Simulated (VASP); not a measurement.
# S (I4/mmm) in VASP: further runs, part 2 of 2

VASP 6.6.1. The steps go on from the part before.

**3. Single point, LDA (strain -0.030 along x and y, +0.030 along z)**

INCAR

```
  PREC = Accurate
  ENCUT = 520
  EDIFF = 1E-7
  ISMEAR = 0
  SIGMA = 0.15
  LREAL = F
  LASPH = T
  NELM = 100
  ALGO = Normal
  ISIF = 2
  LWAVE = F
  LCHARG = T
  LELF = T
  LVHAR = T
  NBANDS = 9
```

KPOINTS

```
Automatic mesh
0
Gamma
  20 20 20
```

POSCAR

```
S
1.0
    0.0000000000      1.9345198337      2.0541808543
    1.9345198337      0.0000000000      2.0541808543
    1.9345198337      1.9345198337      0.0000000000
S
1
Direct
    0.0000000000      0.0000000000      0.0000000000
```

Potentials or basis: VASP PAW LDA potentials, release 64 (S).

Started as:

```
cat potpaw_LDA.64/S/POTCAR > POTCAR
mpirun -np 1 vasp_std > vasp.out
```

OUTCAR:

```text
PREC = Accurate
   ENCUT = 520
   EDIFF = 1E-7
   ISMEAR = 0
   LREAL = F
   LASPH = T
   NELM = 100
   ISIF = 2

 ion  position               nearest neighbor table
   1  0.000  0.000  0.000-

  LATTYP: Found a body centered tetragonal cell.
 ALAT       =     2.7358241855
 C/A-ratio  =     1.5016906899

  Lattice vectors:

 A1 = (  -1.9345198337,   0.0000000000,   2.0541808543)
 A2 = (   1.9345198337,   0.0000000000,   2.0541808543)
 A3 = (   0.0000000000,   1.9345198337,  -2.0541808543)

Analysis of symmetry for initial positions (statically):
=====================================================================
 Subroutine PRICEL returns:
 Original cell was already a primitive cell.

 Routine SETGRP: Setting up the symmetry group for a
 body centered tetragonal supercell.

 Subroutine GETGRP returns: Found 16 space group operations
 (whereof 16 operations were pure point group operations)
 out of a pool of 16 trial point group operations.

The static configuration has the point symmetry D_4h.

[... 162 lines left out ...]
 cond. band min:       7.7991083744   @ k =  -0.4500   0.1500   0.1000
 fundamental gap:      0.0049582103
 Fermi energy:         7.7981425518

 k-point     1 :       0.0000    0.0000    0.0000
  band No.  band energies     occupation
      1      -9.1877      2.00000
      2      11.0526      0.00000
      3      11.1496      0.00000
      4      11.1496      0.00000
      5      19.3893      0.00000
      6      20.2277      0.00000
      7      20.2277      0.00000
      8      22.4504      0.00000
      9      24.2727      0.00000
[... 265 lines left out ...]
 k-point    24 :      -0.3500    0.0500    0.0000
  band No.  band energies     occupation
      1      -6.0696      2.00000
      2       2.1027      2.00000
      3       9.0367      0.00000
      4      10.4517      0.00000
      5      17.5711      0.00000
      6      19.3550      0.00000
      7      20.1929      0.00000
      8      25.5444      0.00000
      9      26.5842      0.00000

 [... further k-points ...]

------------------------ aborting loop because EDIFF is reached ----------------------------------------

  FORCE on cell =-STRESS in cart. coord.  units (eV):
  Direction    XX          YY          ZZ          XY          YZ          ZX
  --------------------------------------------------------------------------------------
  -------------------------------------------------------------------------------------
  Total       -0.5507823     -0.5507823     -0.0697666      0.0000000      0.0000000     -0.0000000
  in kB      -57.3951948    -57.3951948     -7.2701439      0.0000000      0.0000000     -0.0000000
  external PRESSURE =     -40.6868445 kB  Pullay stress =       0.0000000 kB

 VOLUME and BASIS-vectors are now :
 -----------------------------------------------------------------------------
  energy-cutoff  :      520.00
  volume of cell :       15.37
      direct lattice vectors                 reciprocal lattice vectors
     0.000000000  1.934519834  2.054180854    -0.258462070  0.258462070  0.243406027
     1.934519834  0.000000000  2.054180854     0.258462070 -0.258462070  0.243406027
     1.934519834  1.934519834  0.000000000     0.258462070  0.258462070 -0.243406027

 POSITION                                       TOTAL-FORCE (eV/Angst)
 -----------------------------------------------------------------------------------
      0.00000      0.00000      0.00000        -0.000000      0.000000      0.000000
 -----------------------------------------------------------------------------------
    total drift:                                0.000000      0.000000     -0.000000

  FREE ENERGIE OF THE ION-ELECTRON SYSTEM (eV)
  ---------------------------------------------------
  free  energy   TOTEN  =        -3.6964633694 eV

  energy  without entropy=       -3.6878148669  energy(sigma->0) =       -3.69213912
```

Wall time 72 s (1 thread of Intel Xeon 8259CL, shared host); peak memory 0.18 GiB.

Results:

* Free energy: -3.6965 eV
* Pressure: -4.1 GPa
* Band gap on the k mesh: zero (band 3 reaches 11.15 eV, above the bottom of band 4 at 4.96 eV)

Caveat: the cell differs from its parent crystal (strain -0.030 along x and y, +0.030 along z).

**4. Single point, LDA (strain +0.000 along x and y, -0.030 along z)**

INCAR is that of step 3.

KPOINTS is that of step 3.

POSCAR

```
S
1.0
    0.0000000000      1.9943503440      1.9345198337
    1.9943503440      0.0000000000      1.9345198337
    1.9943503440      1.9943503440      0.0000000000
S
1
Direct
    0.0000000000      0.0000000000      0.0000000000
```

Potentials or basis: VASP PAW LDA potentials, release 64 (S).

Started as:

```
cat potpaw_LDA.64/S/POTCAR > POTCAR
mpirun -np 1 vasp_std > vasp.out
```

OUTCAR:

```text
PREC = Accurate
   ENCUT = 520
   EDIFF = 1E-7
   ISMEAR = 0
   LREAL = F
   LASPH = T
   NELM = 100
   ISIF = 2

 ion  position               nearest neighbor table
   1  0.000  0.000  0.000-

  LATTYP: Found a body centered tetragonal cell.
 ALAT       =     2.8204373046
 C/A-ratio  =     1.3717871555

  Lattice vectors:

 A1 = (   0.0000000000,  -1.9943503440,  -1.9345198337)
 A2 = (   0.0000000000,   1.9943503440,  -1.9345198337)
[... 468 lines left out ...]
      9      26.8053      0.00000

 [... further k-points ...]

------------------------ aborting loop because EDIFF is reached ----------------------------------------

  FORCE on cell =-STRESS in cart. coord.  units (eV):
  Direction    XX          YY          ZZ          XY          YZ          ZX
  --------------------------------------------------------------------------------------
  -------------------------------------------------------------------------------------
  Total       -0.3164547     -0.3164547     -0.5624395      0.0000000      0.0000000      0.0000000
  in kB      -32.9470161    -32.9470161    -58.5571971      0.0000000      0.0000000      0.0000000
  external PRESSURE =     -41.4837431 kB  Pullay stress =       0.0000000 kB

 VOLUME and BASIS-vectors are now :
 -----------------------------------------------------------------------------
  energy-cutoff  :      520.00
  volume of cell :       15.39
      direct lattice vectors                 reciprocal lattice vectors
     0.000000000  1.994350344  1.934519834    -0.250708208  0.250708208  0.258462070
     1.994350344  0.000000000  1.934519834     0.250708208 -0.250708208  0.258462070
     1.994350344  1.994350344  0.000000000     0.250708208  0.250708208 -0.258462070

 POSITION                                       TOTAL-FORCE (eV/Angst)
 -----------------------------------------------------------------------------------
      0.00000      0.00000      0.00000         0.000000      0.000000      0.000000
 -----------------------------------------------------------------------------------
    total drift:                                0.000000      0.000000      0.000000

  FREE ENERGIE OF THE ION-ELECTRON SYSTEM (eV)
  ---------------------------------------------------
  free  energy   TOTEN  =        -3.6887337080 eV

  energy  without entropy=       -3.6800508459  energy(sigma->0) =       -3.68439228
```

Wall time 76 s (1 thread of Intel Xeon 8259CL, shared host); peak memory 0.18 GiB.

Results:

- Free energy: -3.6887 eV
- Pressure: -4.1 GPa
- Band gap on the k mesh: zero (band 3 reaches 11.10 eV, above the bottom of band 4 at 4.93 eV)

Stress tensor (GPa, compression positive):
```
-3.29  0.00  0.00
 0.00 -3.29  0.00
 0.00  0.00 -5.86
```

Caveat: the cell differs from its parent crystal (strain +0.000 along x and y, -0.030 along z).

**5. Summary**

| cell | gap on the mesh (eV) | pressure (GPa) |
| --- | --- | --- |
| a = 2.800, b = 2.800, c = 2.736 Å, angles 60.8, 60.8, 58.5°, 1 atom | none | -2.8 |
| a = 2.822, b = 2.822, c = 2.736 Å, angles 61.0, 61.0, 58.0°, 1 atom | none | -4.1 |
| a = 2.778, b = 2.778, c = 2.820 Å, angles 59.5, 59.5, 61.0°, 1 atom | none | -4.1 |

Alike in all rows: task single point; level LDA; potentials or basis VASP PAW LDA potentials, release 64 (S); no spin polarisation; k mesh 20 × 20 × 20; cutoff (eV) 520; smearing gaussian 0.15 eV.

Total energies depend on the potentials used, so only differences within one code and one set of settings carry meaning.
